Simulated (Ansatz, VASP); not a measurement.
**Hg in VASP and in Ansatz**

The input INCAR:

```
  ALGO = Normal
  EDIFF = 1E-7
  EDIFFG = -0.005
  ENCUT = 550
  GGA = PE
  GGA_COMPAT = F
  IBRION = 2
  ISIF = 3
  ISMEAR = -1
  LASPH = T
  LCHARG = F
  LREAL = F
  LWAVE = F
  NELM = 120
  NELMIN = 4
  NSW = 100
  PREC = Accurate
  SIGMA = 0.05
```

File KPOINTS:

```
k-points
0
Gamma
  12 12 12
```

Contents of POSCAR:

```
Hg
1.0
    3.1249785760      0.0000000000      0.0000000000
    0.0000000000      3.1249785760      0.0000000000
    0.0000000000      0.0000000000      3.1249785760
Hg
1
Direct
    0.0000000000      0.0000000000      0.0000000000
```

Input for Ansatz:

```yaml
crystal:
  lattice:
    - [3.124978576, 0.0, 0.0]
    - [0.0, 3.124978576, 0.0]
    - [0.0, 0.0, 3.124978576]
  atoms:
    - { symbol: Hg, position: [0.0, 0.0, 0.0] }
kpoints:
  mp_grid: { grid: [12, 12, 12] }
scf:
  occupations: { method: fermi_dirac, width: 0.05 }
hamiltonian:
  xc: pbe
  pseudopotentials: { kind: paw }
output:
  forces: true
  stress: true
relax:
  f_tol: 0.005
  max_steps: 80
  cell: {}
```

Alike in both runs: task relaxation of cell and atoms; functional PBE; k mesh 12 × 12 × 12; occupations fermi-dirac, width 0.05 eV; no spin polarisation.

|  | VASP | Ansatz |
| --- | --- | --- |
| version | VASP 6.6.1 | Ansatz 0.2.0 |
| potentials or method | VASP PAW PBE potentials, release 64 (Hg_sv_GW) | PAW with Ansatz's default frozen-core files, scalar-relativistic |
| plane-wave cutoff (eV) | 550 | 420 |
| valence electrons in the cell | 20 | 20 |

VASP gave:

| Item | Value |
| --- | --- |
| relaxed volume (Å³/atom) | 29.33 |
| relaxed length of the cell vector where the two differ most in proportion (Å) | 3.084 |

Question: What did Ansatz give for the same quantities?

Answer: Relaxed volume (Å³/atom): 29.61; relaxed length of the cell vector where the two differ most in proportion (Å): 3.094.

Spin-orbit coupling is off throughout.
